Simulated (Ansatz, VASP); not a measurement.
One calculation of Ti2Al6H, two programs

```
CELL_PARAMETERS angstrom
5.02419 0.00000 0.00000
2.15888 4.53670 0.00000
0.00000 0.00000 21.11871
ATOMIC_POSITIONS crystal
Al 0.50000 0.00000 0.18941
Al 0.00000 0.50000 0.18941
Al 0.00000 0.00000 0.25292
Al 0.00000 0.50000 0.32087
Al 0.50000 0.00000 0.32087
Al 0.50000 0.50000 0.38443
Ti 0.50000 0.50000 0.25292
Ti 0.00000 0.00000 0.38150
H 0.50000 0.83333 0.52649
```

Alike in both runs: task single point; functional PBE; dispersion D3(BJ); k mesh 6 × 6 × 1; occupations gaussian, width 0.1 eV; no spin polarisation.

|  | VASP | Ansatz |
| --- | --- | --- |
| version | VASP 6.6.1 | Ansatz 0.2.0 |
| potentials or method | VASP PAW PBE potentials, release 64 (Al, Ti_sv, H), cutoff 520 eV | scalar-relativistic, plane waves, PAW |
| valence electrons in the cell | 43 | 43 |

|  | VASP | Ansatz | Ansatz less VASP |
| --- | --- | --- | --- |
| gap on the k mesh at the Fermi level (eV) | none | none | - |
| rms of the force components (eV/Å) | 0.296 | 0.296 | -0.0001 |

A gap of «none» marks a metal or a gap that the smearing closes.
